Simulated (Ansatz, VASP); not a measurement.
## Two plane-wave programs on As

INCAR

```
  PREC = Accurate
  ENCUT = 520
  EDIFF = 1E-6
  ISMEAR = 0
  SIGMA = 0.05
  LREAL = F
  LASPH = T
  NELM = 60
  ALGO = Normal
  ISIF = 2
  LWAVE = F
  LCHARG = F
  LDIPOL = T
  IDIPOL = 3
  DIPOL = 0.5 0.5 0.369
  GGA = PE
  IVDW = 12
  NBANDS = 18
```

Contents of KPOINTS:

```
regular mesh
0
Gamma
  9 9 1
```

The input POSCAR:

```
As
1.0
    3.5713380906      0.0000000000      0.0000000000
   -1.7856690453      3.0928695120      0.0000000000
    0.0000000000      0.0000000000     20.2952802043
As
4
Direct
    0.3333333333      0.6666666667      0.2905917062
    0.6666666667      0.3333333333      0.2217264287
    1.0000000000      0.3333333333      0.5166363853
    0.6666666667      0.6666666667      0.4477711079
```

Input for Ansatz:

```yaml
crystal:
  lattice:
    - [3.5713380906, 0.0, 0.0]
    - [-1.7856690453, 3.092869512, 0.0]
    - [0.0, 0.0, 20.2952802043]
  atoms:
    - { symbol: As, position: [0.3333333333, 0.6666666667, 0.2905917062] }
    - { symbol: As, position: [0.6666666667, 0.3333333333, 0.2217264287] }
    - { symbol: As, position: [1.0, 0.3333333333, 0.5166363853] }
    - { symbol: As, position: [0.6666666667, 0.6666666667, 0.4477711079] }
basis:
  ecutwfc: 420
kpoints:
  mp_grid: { grid: [9, 9, 1] }
hamiltonian:
  xc: pbe
  dispersion: d3bj
scf:
  occupations: { method: gaussian, width: 0.05 }
output:
  forces: true
  eigenvalues: true
efield:
  axis: 3
  dipole_correction: true
  ramp_width: 0.04
```

Alike in both runs: task single point; functional PBE; dispersion D3(BJ); k mesh 9 × 9 × 1; occupations gaussian, width 0.05 eV; no spin polarisation.

|  | VASP | Ansatz |
| --- | --- | --- |
| version | VASP 6.6.1 | Ansatz 0.2.0 |
| potentials or method | VASP PAW PBE potentials, release 64 (As), cutoff 520 eV | scalar-relativistic, plane waves, PAW |
| valence electrons in the cell | 20 | 60 |

|  | VASP | Ansatz | Ansatz less VASP |
| --- | --- | --- | --- |
| gap on the k mesh at the Fermi level (eV) | 0.81 | 0.83 | +0.022 |
| least direct gap on the mesh (eV) | 1.39 | 1.41 | +0.023 |
| rms of the force components (eV/Å) | 0.058 | 0.052 | -0.0057 |

Atom by atom the forces differ by 0.053 eV/Å (rms over components). VASP's potentials hold 20 valence electrons a cell and Ansatz's 60, so a difference there can come from the potentials and not from the codes.
